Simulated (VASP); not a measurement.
Input of a VASP 6.6.1 run:

The input INCAR:

```
SYSTEM = Ta
PREC     = Accurate       ! precision mode
ENCUT    = 520            ! plane-wave cutoff, eV
EDIFF    = 1E-6           ! SCF threshold, eV
ISMEAR   = -1             ! smearing method
SIGMA    = 0.05           ! smearing width, eV
LREAL    = .FALSE.        ! projectors in reciprocal space
LASPH    = .TRUE.         ! aspherical terms in the spheres
NELM     = 80             ! most SCF steps
ALGO     = Normal         ! electronic algorithm
ISIF     = 2              ! what is computed and relaxed
LWAVE    = .FALSE.        ! write WAVECAR
LCHARG   = .FALSE.        ! write CHGCAR
GGA      = PE             ! functional
NBANDS   = 18             ! bands
```

The input KPOINTS:

```
Automatic mesh
0
G
  11 11 5
  0 0 0
```

POSCAR

```
Ta
1.0
    2.9003720726      0.0000000000      0.0000000000
   -1.4501860363      2.5117958953      0.0000000000
    0.0000000000      0.0000000000      5.1662740000
Ta
2
Direct
    0.3333333333      0.6666666667      0.2500000000
    0.6666666667      0.3333333333      0.7500000000
```

Potentials or basis: VASP PAW PBE potentials, release 64 (Ta_pv).

Run with:

```console
$ cat potpaw_PBE.64/Ta_pv/POTCAR > POTCAR
$ mpirun -np 1 vasp_std > vasp.out
```

Q: Estimate the pressure.

A: -0.9 GPa.

Q: Predict the band gap on the k mesh.

A: Zero (band 11 reaches 6.47 eV, above the bottom of band 12 at 5.03 eV).

Stress tensor (GPa, compression positive):
```
-1.25  0.00  0.00
 0.00 -1.25  0.00
 0.00  0.00 -0.26
```

Caveat: spin-orbit coupling is left out, which moves the levels of the heavy elements.
